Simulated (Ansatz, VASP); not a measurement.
# Ta: VASP beside Ansatz

INCAR

```
ALGO = Normal
EDIFF = 1E-6
ENCUT = 520
GGA = PE
ISIF = 2
ISMEAR = 0
LASPH = True
LCHARG = False
LREAL = False
LWAVE = False
NBANDS = 12
NELM = 60
PREC = Accurate
SIGMA = 0.6
```

KPOINTS

```
k-points
0
Gamma
  13 13 13
```

The input POSCAR:

```
Ta
1.0
   -1.6607181506      1.6607181506      1.6607181506
    1.6607181506     -1.6607181506      1.6607181506
    1.6607181506      1.6607181506     -1.6607181506
Ta
1
Direct
    0.0000000000      0.0000000000      0.0000000000
```

Input for Ansatz:

```yaml
crystal:
  lattice:
    - [-1.6607181506, 1.6607181506, 1.6607181506]
    - [1.6607181506, -1.6607181506, 1.6607181506]
    - [1.6607181506, 1.6607181506, -1.6607181506]
  atoms:
    - { symbol: Ta, position: [0.0, 0.0, 0.0] }
hamiltonian:
  xc: pbe
  pseudopotentials:
    kind: paw
    azcp:
      Ta: "pseudopotentials/Ta.paw.azcp"
basis:
  ecutwfc: 420
  fft_grid_basis: typed
kpoints:
  mp_grid: { grid: [13, 13, 13], shift: [0, 0, 0] }
magnetization:
  spin_polarized: false
scf:
  occupations: { method: gaussian, width: 0.6 }
  lower_state_search: "off"
output:
  stress: true
```

Alike in both runs: task single point; functional PBE; k mesh 13 × 13 × 13; occupations gaussian, width 0.6 eV; no spin polarisation.

```csv
,VASP,Ansatz
version,VASP 6.6.1,Ansatz 0.2.0
potentials or method,"VASP PAW PBE potentials, release 64 (Ta_pv), cutoff 520 eV","plane waves (420 eV) with PAW, scalar-relativistic"
valence electrons in the cell,11,13
```

|  | VASP | Ansatz | Ansatz less VASP |
| --- | --- | --- | --- |
| pressure (GPa) | 0.7 | 0.6 | -0.10 |

With one functional, cell and mesh, what is left measures potentials, basis and numerics. VASP's potentials hold 11 valence electrons a cell and Ansatz's 13, so a difference there can come from the potentials and not from the codes.

Spin-orbit coupling is off throughout.
